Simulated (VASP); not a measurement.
Write the native input for VASP 6.6.1 that does the following.

```yaml
Task: single point
Functional: PBE
Potentials_or_basis: VASP PAW PBE potentials, release 64 (Ge_d, Si)
Cutoff: 520 eV
k_mesh: 1 × 1 × 1
Occupations: gaussian, width 0.05 eV
Spin: collinear spin
Dipole_correction: no
Further_INCAR_settings: LREAL = Auto; ALGO = Normal; EDIFF = 1e-07; NBANDS = 175
```

The structure of Si63Ge (a cell with a defect) lies in POSCAR:

```
Si63Ge
1.0
    6.6508880000      6.6508890000      3.8447710000
   -9.9763330000      3.3254440000      1.9223860000
    3.3254440000     -9.9763330000      9.6119280000
Ge Si
1 63
Direct
    0.1337720109      0.9538287210      0.9546926159
    0.3843536010      0.7044246115      0.7043542577
    0.1333940064      0.7052179233      0.2048331111
    0.6334038320      0.4545641522      0.4547199227
    0.8832239986      0.2048813457      0.2050082187
    0.3827357255      0.4542743308      0.9547355054
    0.6332081687      0.2047933584      0.7046627550
    0.1335608529      0.4544086876      0.4546972142
    0.3839207022      0.2051741594      0.2053327229
    0.1332967217      0.2041168245      0.7047081991
    0.8833170674      0.9545318596      0.4551565332
    0.6335938120      0.9543161764      0.9543956577
    0.8830298289      0.7038601157      0.7041691465
    0.3835694600      0.9545062206      0.4543856972
    0.6336249400      0.7039993265      0.2048905310
    0.8838431383      0.4552721876      0.9547915156
    0.1168700444      0.5467631622      0.0453125019
    0.3662115342      0.2950136542      0.7953439313
    0.6163796709      0.0452728590      0.5453134928
    0.1163993066      0.2952711537      0.2951928905
    0.3709313046      0.0467548707      0.0468317385
    0.1165874401      0.0450357945      0.5452842259
    0.8662685319      0.7950398156      0.2959883972
    0.6170764408      0.7951827623      0.7951036509
    0.8662461391      0.5449308858      0.5449255542
    0.3666332152      0.7953402033      0.2949744946
    0.6156899173      0.5444496209      0.0452465634
    0.1164674332      0.7922531669      0.7923237790
    0.3667296226      0.5451180362      0.5449942977
    0.8663148754      0.2959640981      0.7950587839
    0.6166363759      0.2955588707      0.2955426178
    0.8657088057      0.0459421379      0.0455282965
    0.0426449918      0.1365308063      0.9555498406
    0.2955222293      0.8837233058      0.7042947281
    0.5447817790      0.6340740799      0.4549509920
    0.0439957940      0.8843179931      0.2059574681
    0.2950053553      0.6344596329      0.9548731183
    0.0448596612      0.6338508673      0.4550676423
    0.7947335741      0.3842713578      0.2052533930
    0.5443322998      0.3841050694      0.7051487953
    0.7946223307      0.1339341652      0.4551420158
    0.2944362029      0.3839914643      0.2049900388
    0.5459623850      0.1342969201      0.9548679340
    0.0449305803      0.3836132580      0.7048225621
    0.2947438405      0.1340042501      0.4550647139
    0.7950341234      0.8841706547      0.7051789355
    0.5455368279      0.8836926709      0.2051441191
    0.7936866465      0.6337740196      0.9553264653
    0.2061113294      0.6148592066      0.7941221281
    0.4551949810      0.3657000900      0.5448685133
    0.7051436596      0.1157939770      0.2950337655
    0.2045824518      0.3668119197      0.0451776616
    0.4551166257      0.1156604999      0.7948626522
    0.2051509090      0.1159148760      0.2949987206
    0.9516156928      0.8654231749      0.0466993155
    0.7050354424      0.8657989363      0.5451470384
    0.9553987841      0.6157567717      0.2949951775
    0.4566335208      0.8655143216      0.0450252980
    0.7051982026      0.6156477072      0.7949196821
    0.2055509438      0.8655713877      0.5444531593
    0.4550405945      0.6156279808      0.2947978693
    0.9551936389      0.3656507854      0.5447939526
    0.7059130953      0.3659381430      0.0448758172
    0.9546573422      0.1163470717      0.7947910520
```

One way to write it, as run:

INCAR

```
SYSTEM = Si63Ge
ALGO = Normal
EDIFF = 1E-7
ENCUT = 520
GGA = PE
ISIF = 2
ISMEAR = 0
ISPIN = 2
LASPH = .True.
LCHARG = .False.
LORBIT = 11
LREAL = Auto
LWAVE = .False.
MAGMOM = 0.2 0 0 0 0 0 0 0 0 0 0 0 0 0 0 0 0 0 0 0 0.2 0 0 0 0 0 0 0.2 0 0 0 0 0.2 0 0 0 0 0 0 0 0 0 0 0 0 0 0 0 0 0 0 0 0 0 0.2 0 0 0 0 0 0 0 0 0
NBANDS = 175
NELM = 150
PREC = Accurate
SIGMA = 0.05
```

KPOINTS

```
k-points
0
Gamma
  1 1 1
  0 0 0
```

Potentials or basis: VASP PAW PBE potentials, release 64 (Ge_d, Si).

Launch:

```sh
$ cat potpaw_PBE.64/Ge_d/POTCAR potpaw_PBE.64/Si/POTCAR > POTCAR
$ mpirun -np 1 vasp_gam > vasp.out
```

It gave:

* Pressure: 1.6 GPa
* Largest force: 0.015 eV/Å
* Band gap on the k mesh: 1.27 eV
* Net moment: 0.00 μB per cell
* Valence electrons inside the program's atomic spheres: Ge 12.47; Si 1.68, 1.69 (each value once)

Caveat: the k points lie up to 0.67 Å⁻¹ apart.

It took 14 min on 1 thread of AMD EPYC 7R13 Processor (Zen 3), on a shared host, peak memory 1.6 GiB.
